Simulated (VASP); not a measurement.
# SnO (P6_3/mmc) in VASP: further runs

The runs below take SnO through single point, with PBE, LDA.

All numbers are computed with VASP 6.6.1; they aren't measurements. Logs are shortened: lines on timing, memory, paths and dates and some standing lists are left out, and cuts for length are marked.

**1. The cell of the first run**

The structure is hexagonal, space group P6_3/mmc (No. 194). The conventional cell has a = 4.125 Å, b = 4.125 Å, c = 5.185 Å, α = 90.00°, β = 90.00°, γ = 120.00°. Within 3.1 Å of Sn (site symmetry -6m2) lie 5 O at 2.38 to 2.59 Å. O (site symmetry -6m2) has 5 Sn at 2.38 to 2.59 Å within 3.1 Å.

**2. Single point, PBE**

Input file INCAR:

```
PREC     = Accurate       # precision mode
ENCUT    = 520            # plane-wave cutoff, eV
EDIFF    = 1E-6           # SCF threshold, eV
ISMEAR   = 0              # smearing method
SIGMA    = 0.01           # smearing width, eV
LREAL    = F              # projectors in reciprocal space
LASPH    = T              # aspherical terms in the spheres
NELM     = 60             # most SCF steps
ALGO     = Normal         # electronic algorithm
ISIF     = 2              # what is computed and relaxed
LWAVE    = F              # write WAVECAR
LCHARG   = F              # write CHGCAR
GGA      = PE             # functional
NBANDS   = 28             # bands
```

Input file KPOINTS:

```
Automatic mesh
0
Gamma
  6 6 4
```

Input file POSCAR:

```
SnO
1.0
    4.1254993210      0.0000000000      0.0000000000
   -2.0627496605      3.5727872153      0.0000000000
    0.0000000000      0.0000000000      5.1854029602
Sn O
2 2
Direct
    0.3333333333      0.6666666667      0.2500000000
    0.6666666667      0.3333333333      0.7500000000
    0.6666666667      0.3333333333      0.2500000000
    0.3333333333      0.6666666667      0.7500000000
```

Potentials or basis: VASP PAW PBE potentials, release 64 (Sn_d, O).

Run with:

```bash
> cat potpaw_PBE.64/Sn_d/POTCAR potpaw_PBE.64/O/POTCAR > POTCAR
> mpirun -np 1 vasp_std > vasp.out
```

OUTCAR:

```text
PREC = Accurate
   ENCUT = 520
   EDIFF = 1E-6
   ISMEAR = 0
   LREAL = F
   LASPH = T
   NELM = 60
   ISIF = 2
   GGA = PE

 ion  position               nearest neighbor table
   1  0.333  0.667  0.250-   3 2.38   3 2.38   3 2.38   4 2.59   4 2.59   2 3.52   2 3.52   2 3.52
                             2 3.52   2 3.52   2 3.52
   2  0.667  0.333  0.750-   4 2.38   4 2.38   4 2.38   3 2.59   3 2.59   1 3.52   1 3.52   1 3.52
                             1 3.52   1 3.52   1 3.52
   3  0.667  0.333  0.250-   1 2.38   1 2.38   1 2.38   2 2.59   2 2.59
   4  0.333  0.667  0.750-   2 2.38   2 2.38   2 2.38   1 2.59   1 2.59

  LATTYP: Found a hexagonal cell.
 ALAT       =     4.1254993210
 C/A-ratio  =     1.2569152378

  Lattice vectors:

 A1 = (   4.1254993210,   0.0000000000,   0.0000000000)
 A2 = (  -2.0627496605,   3.5727872153,   0.0000000000)
 A3 = (   0.0000000000,   0.0000000000,   5.1854029602)

Analysis of symmetry for initial positions (statically):
=====================================================================
 Subroutine PRICEL returns:
 Original cell was already a primitive cell.

 Routine SETGRP: Setting up the symmetry group for a
 hexagonal supercell.

 Subroutine GETGRP returns: Found 24 space group operations
 (whereof 12 operations were pure point group operations)
 out of a pool of 24 trial point group operations.

The static configuration has the point symmetry D_3d.
 The point group associated with its full space group is D_6h.

Analysis of symmetry for dynamics (positions and initial velocities):
=====================================================================
 Subroutine PRICEL returns:
 Original cell was already a primitive cell.

 Routine SETGRP: Setting up the symmetry group for a
 hexagonal supercell.

 Subroutine GETGRP returns: Found 24 space group operations
 (whereof 12 operations were pure point group operations)
 out of a pool of 24 trial point group operations.

The dynamic configuration has the point symmetry D_3d.
 The point group associated with its full space group is D_6h.

 Subroutine INISYM returns: Found 24 space group operations
 (whereof 12 operations are pure point group operations),
 and found     1 'primitive' translations

----------------------------------------------------------------------------------------

                                     Primitive cell

  volume of cell :      76.4304

  direct lattice vectors                    reciprocal lattice vectors
     4.125499321  0.000000000  0.000000000     0.242394901  0.139946761  0.000000000
    -2.062749661  3.572787215  0.000000000     0.000000000  0.279893523  0.000000000
     0.000000000  0.000000000  5.185402960     0.000000000  0.000000000  0.192849043

  length of vectors
     4.125499321  4.125499321  5.185402960     0.279893523  0.279893523  0.192849043

  position of ions in fractional coordinates (direct lattice)
     0.333333333  0.666666667  0.250000000
     0.666666667  0.333333333  0.750000000
     0.666666667  0.333333333  0.250000000
     0.333333333  0.666666667  0.750000000

  ion indices of the primitive-cell ions
   primitive index   ion index
                 1           1
                 2           2
                 3           3
                 4           4

----------------------------------------------------------------------------------------

 KPOINTS: Automatic mesh

Automatic generation of k-mesh.
 Grid dimensions read from file:
 generate k-points for:    6    6    4

 Generating k-lattice:

  Cartesian coordinates                     Fractional coordinates (reciprocal lattice)
     0.040399150  0.023324460  0.000000000     0.166666667  0.000000000  0.000000000
     0.000000000  0.046648920  0.000000000     0.000000000  0.166666667  0.000000000
     0.000000000  0.000000000  0.048212261     0.000000000  0.000000000  0.250000000

  Length of vectors
     0.046648920  0.046648920  0.048212261

  Shift w.r.t. Gamma in fractional coordinates (k-lattice)
     0.000000000  0.000000000  0.000000000

 Subroutine IBZKPT returns following result:
 ===========================================

 Found     21 irreducible k-points:

 Following reciprocal coordinates:
            Coordinates               Weight
  0.000000  0.000000  0.000000      1.000000
  0.166667  0.000000  0.000000      6.000000
  0.333333  0.000000  0.000000      6.000000
  0.500000 -0.000000  0.000000      3.000000
  0.166667  0.166667  0.000000      6.000000
  0.333333  0.166667  0.000000     12.000000
[... 13 lines left out ...]
  0.333333  0.166667  0.500000     12.000000
  0.333333  0.333333  0.500000      2.000000
   k-points           NKPTS =     21   k-points in BZ     NKDIM =     21   number of bands    NBANDS=     28
   number of dos      NEDOS =    301   number of ions     NIONS =      4
   total plane-waves  NPLWV =  40960
   dimension x,y,z NGX =    32 NGY =   32 NGZ =   40
   dimension x,y,z NGXF=    64 NGYF=   64 NGZF=   80
   ions per type =               2   2
   NGX,Y,Z   is equivalent  to a cutoff of  12.90, 12.90, 12.82 a.u.
   NGXF,Y,Z  is equivalent  to a cutoff of  25.79, 25.79, 25.65 a.u.
 SYSTEM =  unknown system
   PREC   = accura    normal or accurate (medium, high low for compatibility)
   ISTART =      0    job   : 0-new  1-cont  2-samecut
   ICHARG =      2    charge: 1-file 2-atom 10-const
   ISPIN  =      1    spin polarized calculation?
   LNONCOLLINEAR =      F non collinear calculations
   LSORBIT =      F    spin-orbit coupling
   LASPH  =      T    aspherical Exc in radial PAW
   ENCUT  =  520.0 eV  38.22 Ry    6.18 a.u.   7.67  7.67  9.64*2*pi/ulx,y,z
   NELM   =     60;   NELMIN=  2; NELMDL= -5     # of ELM steps
   EDIFF  = 0.1E-05   stopping-criterion for ELM
   LREAL  =      F    real-space projection
[... 7 lines left out ...]
   TEBEG  =    0.0;   TEEND  =   0.0 temperature during run
   PSTRESS=    0.0 pullay stress
   NELECT =      40.0000    total number of electrons
   NUPDOWN=      -1.0000    fix difference up-down
   EMIN   =  10.00;   EMAX   =-10.00  energy-range for DOS
   EFERMI =   0.00;   METHOD = LEGACY
   ISMEAR =     0;   SIGMA  =   0.01  broadening in eV -4-tet -1-fermi 0-gaus
   EFERMI_NEDOS =   21; number of points for ismear=-14 and -15
   IALGO  =     38    algorithm
   IMIX   =      4    mixing-type and parameters
     AMIX     =   0.40;   BMIX     =  1.00
     AMIX_MAG =   1.60;   BMIX_MAG =  1.00
  volume/ion in A,a.u.               =      19.11       128.94
  Fermi-wavevector in a.u.,A,eV,Ry     =   1.319287  2.493092 23.681204  1.740519
  Thomas-Fermi vector in A             =   2.449196
   LORBIT       =      0    0 simple, 1 ext, 2 COOP (PROOUT), +10 PAW based schemes
   GGA     = PE    functional components
   LHFCALC =     F    Hartree Fock is set to
   AEXX    =    0.0000 exact exchange contribution
   IVDW    =     0    specifies the selected vdW correction
   LEPSILON=     F    determine dielectric tensor
   LRPA    =     F    only Hartree local field effects (RPA)
 non-spin polarized calculation
 Gauss-broadening in eV      SIGMA  =   0.01
  energy-cutoff  :      520.00
  volume of cell :       76.43
 maximum number of plane-waves:      2089
 NGX is ok and might be reduce to    32
   NGX = 15   NGY = 15   NGZ = 19

 number of electron      40.0000000 magnetization

 Free energy of the ion-electron system (eV)
  ---------------------------------------------------
  ext. energy  EPLUGINS =         0.00000000
  ---------------------------------------------------
  free energy    TOTEN  =       -20.91250768 eV

  energy without entropy =      -20.91250768  energy(sigma->0) =      -20.91250768

 E-fermi :   6.7286     XC(G=0):  -9.8322

 val. band max:        6.6696042253   @ k =   0.3333   0.3333   0.5000
 cond. band min:       7.0765677084   @ k =   0.3333   0.3333   0.5000
 fundamental gap:      0.4069634830
 Fermi energy:         6.7286321643

 k-point     1 :       0.0000    0.0000    0.0000
  band No.  band energies     occupation
      1     -15.4269      2.00000
      2     -15.2501      2.00000
      3     -15.2501      2.00000
      4     -15.1981      2.00000
      5     -15.1981      2.00000
      6     -15.1950      2.00000
[... 20 lines left out ...]
     27      13.7175      0.00000
     28      16.1698      0.00000

 k-point     2 :       0.1667    0.0000    0.0000
  band No.  band energies     occupation
      1     -15.4217      2.00000
      2     -15.2545      2.00000
      3     -15.2494      2.00000
      4     -15.2238      2.00000
      5     -15.1943      2.00000
      6     -15.1889      2.00000
[... 20 lines left out ...]
     27      14.9789      0.00000
     28      15.3294      0.00000

 k-point     3 :       0.3333    0.0000    0.0000
  band No.  band energies     occupation
      1     -15.4089      2.00000
      2     -15.2729      2.00000
      3     -15.2625      2.00000
      4     -15.2478      2.00000
      5     -15.1835      2.00000
      6     -15.1824      2.00000
[... 20 lines left out ...]
     27      14.5683      0.00000
     28      14.6523      0.00000

 k-point     4 :       0.5000   -0.0000    0.0000
  band No.  band energies     occupation
      1     -15.3994      2.00000
      2     -15.3004      2.00000
      3     -15.2663      2.00000
      4     -15.2467      2.00000
      5     -15.1887      2.00000
      6     -15.1776      2.00000
[... 20 lines left out ...]
     27      14.3085      0.00000
     28      14.3357      0.00000

 k-point     5 :       0.1667    0.1667    0.0000
  band No.  band energies     occupation
      1     -15.4108      2.00000
      2     -15.2631      2.00000
      3     -15.2619      2.00000
      4     -15.2449      2.00000
      5     -15.1857      2.00000
      6     -15.1810      2.00000
[... 20 lines left out ...]
     27      13.3760      0.00000
     28      16.2913      0.00000

 k-point     6 :       0.3333    0.1667    0.0000
  band No.  band energies     occupation
      1     -15.3906      2.00000
      2     -15.3064      2.00000
      3     -15.2718      2.00000
      4     -15.2367      2.00000
      5     -15.1949      2.00000
      6     -15.1843      2.00000
[... 370 lines left out ...]
      5     -15.2193      2.00000
      6     -15.2193      2.00000
[... 20 lines left out ...]
     27      15.6095      0.00000
     28      15.6095      0.00000

 k-point    19 :       0.1667    0.1667    0.5000
  band No.  band energies     occupation
      1     -15.2929      2.00000
      2     -15.2929      2.00000
      3     -15.2275      2.00000
      4     -15.2275      2.00000
      5     -15.2042      2.00000
      6     -15.2042      2.00000
[... 20 lines left out ...]
     27      15.5763      0.00000
     28      15.5763      0.00000

 k-point    20 :       0.3333    0.1667    0.5000
  band No.  band energies     occupation
      1     -15.2861      2.00000
      2     -15.2861      2.00000
      3     -15.2347      2.00000
      4     -15.2347      2.00000
      5     -15.2185      2.00000
      6     -15.2185      2.00000
[... 20 lines left out ...]
     27      16.0304      0.00000
     28      16.0304      0.00000

 k-point    21 :       0.3333    0.3333    0.5000
  band No.  band energies     occupation
      1     -15.2750      2.00000
      2     -15.2750      2.00000
      3     -15.2445      2.00000
      4     -15.2445      2.00000
      5     -15.2174      2.00000
      6     -15.2174      2.00000
[... 20 lines left out ...]
     27      16.5666      0.00000
     28      16.5666      0.00000

------------------------ aborting loop because EDIFF is reached ----------------------------------------

  FORCE on cell =-STRESS in cart. coord.  units (eV):
  Direction    XX          YY          ZZ          XY          YZ          ZX
  --------------------------------------------------------------------------------------
  -------------------------------------------------------------------------------------
  Total        1.2255561      1.2255561      1.0677314      0.0000000      0.0000000      0.0000000
  in kB       25.6907983     25.6907983     22.3823883      0.0000000      0.0000000      0.0000000
  external PRESSURE =      24.5879950 kB  Pullay stress =       0.0000000 kB

 VOLUME and BASIS-vectors are now :
 -----------------------------------------------------------------------------
  energy-cutoff  :      520.00
  volume of cell :       76.43
      direct lattice vectors                 reciprocal lattice vectors
     4.125499321  0.000000000  0.000000000     0.242394901  0.139946761  0.000000000
    -2.062749661  3.572787215  0.000000000     0.000000000  0.279893523  0.000000000
     0.000000000  0.000000000  5.185402960     0.000000000  0.000000000  0.192849043

 POSITION                                       TOTAL-FORCE (eV/Angst)
 -----------------------------------------------------------------------------------
     -0.00000      2.38186      1.29635         0.000000      0.000000      0.000000
      2.06275      1.19093      3.88905         0.000000     -0.000000      0.000000
      2.06275      1.19093      1.29635        -0.000000      0.000000      0.000000
     -0.00000      2.38186      3.88905         0.000000     -0.000000      0.000000
 -----------------------------------------------------------------------------------
    total drift:                                0.000000     -0.000000      0.000000

  FREE ENERGIE OF THE ION-ELECTRON SYSTEM (eV)
  ---------------------------------------------------
  free  energy   TOTEN  =       -20.9125076800 eV

  energy  without entropy=      -20.9125076800  energy(sigma->0) =      -20.91250768
```

Run time: 30 s. Hardware: 1 thread of Intel Xeon Platinum 8259CL at 2.50GHz (Skylake/Cascade Lake), shared host; peak memory 0.2 GiB.

Results:

* Free energy: -20.9125 eV
* Pressure: 2.5 GPa
* Band gap on the k mesh: 0.41 eV, direct

Stress tensor (GPa, compression positive):
```
2.57 0.00 0.00
0.00 2.57 0.00
0.00 0.00 2.24
```

Caveat: spin-orbit coupling is left out, which moves the levels of the heavy elements. As with any semilocal functional, this PBE gap is likely too small.

**3. Single point, LDA**

Input file INCAR:

```
PREC = Accurate ; ENCUT = 520
EDIFF = 1E-6 ; ISMEAR = 0
SIGMA = 0.01 ; LREAL = F
LASPH = T ; NELM = 100
ALGO = Normal ; ISIF = 2
LWAVE = F ; LCHARG = F
GGA = CA ; NBANDS = 28
```

Input file KPOINTS:

```
regular mesh
0
Gamma
  6 6 4
```

POSCAR is that of step 2.

Potentials or basis: VASP PAW LDA potentials, release 64 (Sn_d, O).

Run with:

```bash
> cat potpaw_LDA.64/Sn_d/POTCAR potpaw_LDA.64/O/POTCAR > POTCAR
> mpirun -np 1 vasp_std > vasp.out
```

It took 28 s on 1 thread of Intel Xeon Platinum 8259CL at 2.50GHz (Skylake/Cascade Lake), shared host; peak memory 0.18 GiB.

It converged, with:

```
Free energy            : -23.6455 eV
Pressure               : -3.6 GPa
Band gap on the k mesh : 0.39 eV, direct
```

Stress tensor (GPa, compression positive):
```
-3.38  0.00  0.00
 0.00 -3.38  0.00
 0.00  0.00 -3.97
```

Levels at points of the mesh, in eV from the valence-band top:
| k point | band 16 | band 17 | band 18 | band 19 | band 20 | band 21 | band 22 | band 23 | band 24 | band 25 |
| --- | --- | --- | --- | --- | --- | --- | --- | --- | --- | --- |
| (0.00, 0.00, 0.00) | -4.71 | -4.62 | -3.84 | -3.84 | -3.56 | 3.04 | 3.11 | 3.11 | 3.93 | 3.93 |
| (0.50, 0.00, 0.00) | -5.44 | -4.46 | -4.19 | -1.85 | -1.85 | 0.96 | 3.27 | 3.31 | 3.73 | 4.30 |
| (0.00, 0.00, 0.50) | -4.24 | -4.24 | -4.24 | -2.12 | -2.12 | 2.50 | 2.50 | 3.17 | 3.17 | 3.17 |
| (0.50, 0.00, 0.50) | -4.86 | -3.87 | -3.87 | -1.09 | -1.09 | 0.76 | 0.76 | 3.16 | 3.16 | 4.47 |

Caveat: spin-orbit coupling is left out, which moves the levels of the heavy elements. A k mesh can miss the band edges.
